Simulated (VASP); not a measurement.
# GaN (Fm-3m) in VASP: further runs

GaN is run at these levels: PBE; tasks: single point.

All numbers are computed with VASP 6.6.1; they aren't measurements. Logs are shortened: lines on timing, memory, paths and dates and some standing lists are left out, and cuts for length are marked.

### 1 The cell of the first run

It takes space group Fm-3m (No. 225, cubic). Conventional cell: a = 3.985 Å, b = 3.985 Å, c = 3.985 Å, α = 90.00°, β = 90.00°, γ = 90.00°. Ga (site symmetry m-3m) has 6 N at 1.99 Å within 2.6 Å. N (site symmetry m-3m) has 6 Ga at 1.99 Å within 2.6 Å.

### 2 Single point, PBE

Input file INCAR:

```
SYSTEM = GaN
PREC     = Accurate       ! precision mode
ENCUT    = 520            ! plane-wave cutoff, eV
EDIFF    = 1E-6           ! SCF threshold, eV
ISMEAR   = -1             ! smearing method
SIGMA    = 0.02           ! smearing width, eV
LREAL    = .FALSE.        ! projectors in reciprocal space
LASPH    = .TRUE.         ! aspherical terms in the spheres
NELM     = 80             ! most SCF steps
ALGO     = Normal         ! electronic algorithm
ISIF     = 2              ! what is computed and relaxed
LWAVE    = .FALSE.        ! write WAVECAR
LCHARG   = .FALSE.        ! write CHGCAR
GGA      = PE             ! functional
NBANDS   = 16             ! bands
```

Input file KPOINTS:

```
Automatic mesh
0
G
  6 6 6
  0 0 0
```

Input file POSCAR:

```
GaN
1.0
    0.0000000000      1.9925000000      1.9925000000
    1.9925000000      0.0000000000      1.9925000000
    1.9925000000      1.9925000000      0.0000000000
Ga N
1 1
Direct
    0.5000000000      0.5000000000      0.5000000000
    0.0000000000      0.0000000000      0.0000000000
```

Potentials or basis: VASP PAW PBE potentials, release 64 (Ga_d, N).

Command:

```sh
cat potpaw_PBE.64/Ga_d/POTCAR potpaw_PBE.64/N/POTCAR > POTCAR
mpirun -np 1 vasp_std > vasp.out
```

OUTCAR:

```text
SYSTEM = GaN
   PREC = Accurate
   ENCUT = 520
   EDIFF = 1E-6
   ISMEAR = -1
   LREAL = .FALSE.
   LASPH = .TRUE.
   NELM = 80
   ISIF = 2
   GGA = PE

 ion  position               nearest neighbor table
   1  0.500  0.500  0.500-   2 1.99   2 1.99   2 1.99   2 1.99   2 1.99   2 1.99
   2  0.000  0.000  0.000-   1 1.99   1 1.99   1 1.99   1 1.99   1 1.99   1 1.99

  LATTYP: Found a face centered cubic cell.
 ALAT       =     3.9850000000

  Lattice vectors:

 A1 = (   0.0000000000,   1.9925000000,   1.9925000000)
 A2 = (   1.9925000000,   0.0000000000,   1.9925000000)
 A3 = (   1.9925000000,   1.9925000000,   0.0000000000)

Analysis of symmetry for initial positions (statically):
=====================================================================
 Subroutine PRICEL returns:
 Original cell was already a primitive cell.

 Routine SETGRP: Setting up the symmetry group for a
 face centered cubic supercell.

 Subroutine GETGRP returns: Found 48 space group operations
 (whereof 48 operations were pure point group operations)
 out of a pool of 48 trial point group operations.

The static configuration has the point symmetry O_h .

Analysis of symmetry for dynamics (positions and initial velocities):
=====================================================================
 Subroutine PRICEL returns:
 Original cell was already a primitive cell.

 Routine SETGRP: Setting up the symmetry group for a
 face centered cubic supercell.

 Subroutine GETGRP returns: Found 48 space group operations
 (whereof 48 operations were pure point group operations)
 out of a pool of 48 trial point group operations.

The dynamic configuration has the point symmetry O_h .

 Subroutine INISYM returns: Found 48 space group operations
 (whereof 48 operations are pure point group operations),
 and found     1 'primitive' translations

----------------------------------------------------------------------------------------

                                     Primitive cell

  volume of cell :      15.8207

  direct lattice vectors                    reciprocal lattice vectors
     0.000000000  1.992500000  1.992500000    -0.250941029  0.250941029  0.250941029
     1.992500000  0.000000000  1.992500000     0.250941029 -0.250941029  0.250941029
     1.992500000  1.992500000  0.000000000     0.250941029  0.250941029 -0.250941029

  length of vectors
     2.817820523  2.817820523  2.817820523     0.434642612  0.434642612  0.434642612

  position of ions in fractional coordinates (direct lattice)
     0.500000000  0.500000000  0.500000000
     0.000000000  0.000000000  0.000000000

  ion indices of the primitive-cell ions
   primitive index   ion index
                 1           1
                 2           2

----------------------------------------------------------------------------------------

 KPOINTS: Automatic mesh

Automatic generation of k-mesh.
 Grid dimensions read from file:
 generate k-points for:    6    6    6

 Generating k-lattice:

  Cartesian coordinates                     Fractional coordinates (reciprocal lattice)
    -0.041823505  0.041823505  0.041823505     0.166666667  0.000000000  0.000000000
     0.041823505 -0.041823505  0.041823505     0.000000000  0.166666667  0.000000000
     0.041823505  0.041823505 -0.041823505     0.000000000  0.000000000  0.166666667

  Length of vectors
     0.072440435  0.072440435  0.072440435

  Shift w.r.t. Gamma in fractional coordinates (k-lattice)
     0.000000000  0.000000000  0.000000000

 Subroutine IBZKPT returns following result:
 ===========================================

 Found     16 irreducible k-points:

 Following reciprocal coordinates:
            Coordinates               Weight
  0.000000  0.000000  0.000000      1.000000
  0.166667  0.000000  0.000000      8.000000
  0.333333  0.000000  0.000000      8.000000
  0.500000  0.000000  0.000000      4.000000
  0.166667  0.166667  0.000000      6.000000
  0.333333  0.166667  0.000000     24.000000
[... 8 lines left out ...]
 -0.333333  0.333333  0.166667     24.000000
 -0.333333  0.500000  0.166667     12.000000
   k-points           NKPTS =     16   k-points in BZ     NKDIM =     16   number of bands    NBANDS=     16
   number of dos      NEDOS =    301   number of ions     NIONS =      2
   total plane-waves  NPLWV =  13824
   dimension x,y,z NGX =    24 NGY =   24 NGZ =   24
   dimension x,y,z NGXF=    48 NGYF=   48 NGZF=   48
   ions per type =               1   1
   NGX,Y,Z   is equivalent  to a cutoff of  14.16, 14.16, 14.16 a.u.
   NGXF,Y,Z  is equivalent  to a cutoff of  28.32, 28.32, 28.32 a.u.
 SYSTEM =  GaN
   PREC   = accura    normal or accurate (medium, high low for compatibility)
   ISTART =      0    job   : 0-new  1-cont  2-samecut
   ICHARG =      2    charge: 1-file 2-atom 10-const
   ISPIN  =      1    spin polarized calculation?
   LNONCOLLINEAR =      F non collinear calculations
   LSORBIT =      F    spin-orbit coupling
   LASPH  =      T    aspherical Exc in radial PAW
   ENCUT  =  520.0 eV  38.22 Ry    6.18 a.u.   5.24  5.24  5.24*2*pi/ulx,y,z
   NELM   =     80;   NELMIN=  2; NELMDL= -5     # of ELM steps
   EDIFF  = 0.1E-05   stopping-criterion for ELM
   LREAL  =      F    real-space projection
   EDIFFG = 0.1E-04   stopping-criterion for IOM
   NSW    =      0    number of steps for IOM
   IBRION =     -1    ionic relax: 0-MD 1-quasi-New 2-CG
   NFREE  =      0    steps in history (QN), initial steepest desc. (CG)
   ISIF   =      2    stress and relaxation
   ISYM   =      2    0-nonsym 1-usesym 2-fastsym
   POTIM  = 0.5000    time-step for ionic-motion
   TEBEG  =    0.0;   TEEND  =   0.0 temperature during run
   PSTRESS=    0.0 pullay stress
   NELECT =      18.0000    total number of electrons
   NUPDOWN=      -1.0000    fix difference up-down
   EMIN   =  10.00;   EMAX   =-10.00  energy-range for DOS
   EFERMI =   0.00;   METHOD = LEGACY
   ISMEAR =    -1;   SIGMA  =   0.02  broadening in eV -4-tet -1-fermi 0-gaus
   EFERMI_NEDOS =   21; number of points for ismear=-14 and -15
   IALGO  =     38    algorithm
   IMIX   =      4    mixing-type and parameters
     AMIX     =   0.40;   BMIX     =  1.00
     AMIX_MAG =   1.60;   BMIX_MAG =  1.00
  volume/ion in A,a.u.               =       7.91        53.38
  Fermi-wavevector in a.u.,A,eV,Ry     =   1.709060  3.229655 39.741073  2.920886
  Thomas-Fermi vector in A             =   2.787614
   LORBIT       =      0    0 simple, 1 ext, 2 COOP (PROOUT), +10 PAW based schemes
   GGA     = PE    functional components
   LHFCALC =     F    Hartree Fock is set to
   AEXX    =    0.0000 exact exchange contribution
   IVDW    =     0    specifies the selected vdW correction
   LEPSILON=     F    determine dielectric tensor
   LRPA    =     F    only Hartree local field effects (RPA)
 non-spin polarized calculation
  energy-cutoff  :      520.00
  volume of cell :       15.82
 maximum number of plane-waves:       444
 NGX is ok and might be reduce to    24
   NGX = 11   NGY = 11   NGZ = 11

 number of electron      17.9999999 magnetization

 Free energy of the ion-electron system (eV)
  ---------------------------------------------------
  ext. energy  EPLUGINS =         0.00000000
  ---------------------------------------------------
  free energy    TOTEN  =       -10.52537265 eV

  energy without entropy =      -10.52537265  energy(sigma->0) =      -10.52537265

 E-fermi :  10.8900     XC(G=0): -14.1195

 val. band max:       10.3145684547   @ k =  -0.1667   0.1667   0.0000
 cond. band min:      12.1128319393   @ k =   0.5000   0.5000   0.0000
 fundamental gap:      1.7982634846
 Fermi energy:        10.8900363477

 k-point     1 :       0.0000    0.0000    0.0000
  band No.  band energies     occupation
      1      -8.9354      2.00000
      2      -3.6923      2.00000
      3      -3.6923      2.00000
      4      -3.6923      2.00000
      5      -3.5427      2.00000
      6      -3.5427      2.00000
[... 8 lines left out ...]
     15      28.8605      0.00000
     16      28.8605      0.00000

 k-point     2 :       0.1667    0.0000    0.0000
  band No.  band energies     occupation
      1      -8.2998      2.00000
      2      -3.7408      2.00000
      3      -3.7000      2.00000
      4      -3.7000      2.00000
      5      -3.5605      2.00000
      6      -3.5605      2.00000
[... 8 lines left out ...]
     15      28.5430      0.00000
     16      28.5430      0.00000

 k-point     3 :       0.3333    0.0000    0.0000
  band No.  band energies     occupation
      1      -6.5793      2.00000
      2      -3.8910      2.00000
      3      -3.8910      2.00000
      4      -3.8861      2.00000
      5      -3.4111      2.00000
      6      -3.4111      2.00000
[... 8 lines left out ...]
     15      31.7710      0.00000
     16      31.7710      0.00000

 k-point     4 :       0.5000    0.0000    0.0000
  band No.  band energies     occupation
      1      -4.9979      2.00000
      2      -4.2258      2.00000
      3      -3.9917      2.00000
      4      -3.9917      2.00000
      5      -3.3267      2.00000
      6      -3.3267      2.00000
[... 8 lines left out ...]
     15      36.1478      0.00000
     16      36.1478      0.00000

 k-point     5 :       0.1667    0.1667    0.0000
  band No.  band energies     occupation
      1      -8.1239      2.00000
      2      -3.7711      2.00000
      3      -3.7399      2.00000
      4      -3.6062      2.00000
      5      -3.6062      2.00000
      6      -3.4990      2.00000
[... 8 lines left out ...]
     15      33.0986      0.00000
     16      33.0986      0.00000

 k-point     6 :       0.3333    0.1667    0.0000
  band No.  band energies     occupation
      1      -6.9285      2.00000
      2      -3.8817      2.00000
      3      -3.7921      2.00000
      4      -3.6744      2.00000
      5      -3.3896      2.00000
      6      -3.3794      2.00000
[... 8 lines left out ...]
     15      33.1748      0.00000
     16      34.5079      0.00000

 k-point     7 :       0.5000    0.1667    0.0000
  band No.  band energies     occupation
      1      -5.6560      2.00000
      2      -4.0238      2.00000
      3      -3.8460      2.00000
      4      -3.6834      2.00000
      5      -3.3112      2.00000
      6      -2.7966      2.00000
[... 8 lines left out ...]
     15      33.5791      0.00000
     16      36.1604      0.00000

 k-point     8 :      -0.3333    0.1667    0.0000
  band No.  band energies     occupation
      1      -5.8499      2.00000
      2      -4.0351      2.00000
      3      -3.9014      2.00000
      4      -3.7392      2.00000
      5      -3.4109      2.00000
      6      -2.9655      2.00000
[... 8 lines left out ...]
     15      31.5052      0.00000
     16      34.0232      0.00000

 k-point     9 :      -0.1667    0.1667    0.0000
  band No.  band energies     occupation
      1      -7.3416      2.00000
      2      -3.8266      2.00000
      3      -3.7990      2.00000
      4      -3.7809      2.00000
      5      -3.5651      2.00000
      6      -3.3401      2.00000
[... 8 lines left out ...]
     15      30.6708      0.00000
     16      32.4553      0.00000

 k-point    10 :       0.3333    0.3333    0.0000
  band No.  band energies     occupation
      1      -6.6821      2.00000
      2      -3.9297      2.00000
      3      -3.4113      2.00000
      4      -3.3824      2.00000
      5      -3.3824      2.00000
      6      -3.0568      2.00000
[... 8 lines left out ...]
     15      37.3045      0.00000
     16      40.8783      0.00000

 k-point    11 :       0.5000    0.3333    0.0000
  band No.  band energies     occupation
      1      -6.2485      2.00000
      2      -3.9456      2.00000
      3      -3.5281      2.00000
      4      -3.4320      2.00000
      5      -3.2748      2.00000
      6      -1.4950      2.00000
[... 8 lines left out ...]
     15      37.6820      0.00000
     16      40.0788      0.00000

 k-point    12 :      -0.3333    0.3333    0.0000
  band No.  band energies     occupation
      1      -5.8458      2.00000
      2      -3.9042      2.00000
      3      -3.7351      2.00000
      4      -3.6267      2.00000
      5      -3.3383      2.00000
      6      -1.5199      2.00000
[... 8 lines left out ...]
     15      33.1336      0.00000
     16      36.9225      0.00000

 k-point    13 :       0.5000    0.5000    0.0000
  band No.  band energies     occupation
      1      -6.4439      2.00000
      2      -4.0093      2.00000
      3      -3.3673      2.00000
      4      -3.2387      2.00000
      5      -3.2387      2.00000
      6      -0.2056      2.00000
[... 8 lines left out ...]
     15      41.6297      0.00000
     16      41.8296      0.00000

 k-point    14 :       0.5000    0.3333    0.1667
  band No.  band energies     occupation
      1      -6.1534      2.00000
      2      -3.8480      2.00000
      3      -3.7890      2.00000
      4      -3.6149      2.00000
      5      -3.3783      2.00000
      6      -2.6095      2.00000
[... 8 lines left out ...]
     15      34.9137      0.00000
     16      37.2950      0.00000

 k-point    15 :      -0.3333    0.3333    0.1667
  band No.  band energies     occupation
      1      -5.8453      2.00000
      2      -3.8854      2.00000
      3      -3.7134      2.00000
      4      -3.7034      2.00000
      5      -3.2973      2.00000
      6      -1.4974      2.00000
[... 8 lines left out ...]
     15      31.4072      0.00000
     16      39.1071      0.00000

 k-point    16 :      -0.3333    0.5000    0.1667
  band No.  band energies     occupation
      1      -6.1219      2.00000
      2      -3.8905      2.00000
      3      -3.6075      2.00000
      4      -3.5279      2.00000
      5      -3.2386      2.00000
      6      -0.4506      2.00000
[... 8 lines left out ...]
     15      34.3653      0.00000
     16      41.8693      0.00000

------------------------ aborting loop because EDIFF is reached ----------------------------------------

  FORCE on cell =-STRESS in cart. coord.  units (eV):
  Direction    XX          YY          ZZ          XY          YZ          ZX
  --------------------------------------------------------------------------------------
  -------------------------------------------------------------------------------------
  Total        6.9136305      6.9136305      6.9136305     -0.0000000     -0.0000000      0.0000000
  in kB      700.1510733    700.1510733    700.1510733     -0.0000000     -0.0000000      0.0000000
  external PRESSURE =     700.1510733 kB  Pullay stress =       0.0000000 kB

 VOLUME and BASIS-vectors are now :
 -----------------------------------------------------------------------------
  energy-cutoff  :      520.00
  volume of cell :       15.82
      direct lattice vectors                 reciprocal lattice vectors
     0.000000000  1.992500000  1.992500000    -0.250941029  0.250941029  0.250941029
     1.992500000  0.000000000  1.992500000     0.250941029 -0.250941029  0.250941029
     1.992500000  1.992500000  0.000000000     0.250941029  0.250941029 -0.250941029

 POSITION                                       TOTAL-FORCE (eV/Angst)
 -----------------------------------------------------------------------------------
      1.99250      1.99250      1.99250         0.000000      0.000000      0.000000
      0.00000      0.00000      0.00000        -0.000000     -0.000000     -0.000000
 -----------------------------------------------------------------------------------
    total drift:                                0.000000     -0.000000      0.000000

  FREE ENERGIE OF THE ION-ELECTRON SYSTEM (eV)
  ---------------------------------------------------
  free  energy   TOTEN  =       -10.5253726492 eV

  energy  without entropy=      -10.5253726492  energy(sigma->0) =      -10.52537265
```

Run time: 3.2 s. Hardware: 1 thread of Intel Xeon 6975P-C (Granite Rapids), shared host; peak memory 0.13 GiB.

What came out:

| Property | Result |
| --- | --- |
| Free energy | -10.5254 eV |
| Pressure | 70.0 GPa |
| Band gap on the k mesh | 1.80 eV, indirect (least direct gap 5.21 eV) |

Caveat: the k points lie up to 0.46 Å⁻¹ apart. A k mesh can miss the band edges.

(Part 1 of 2 ends here.)
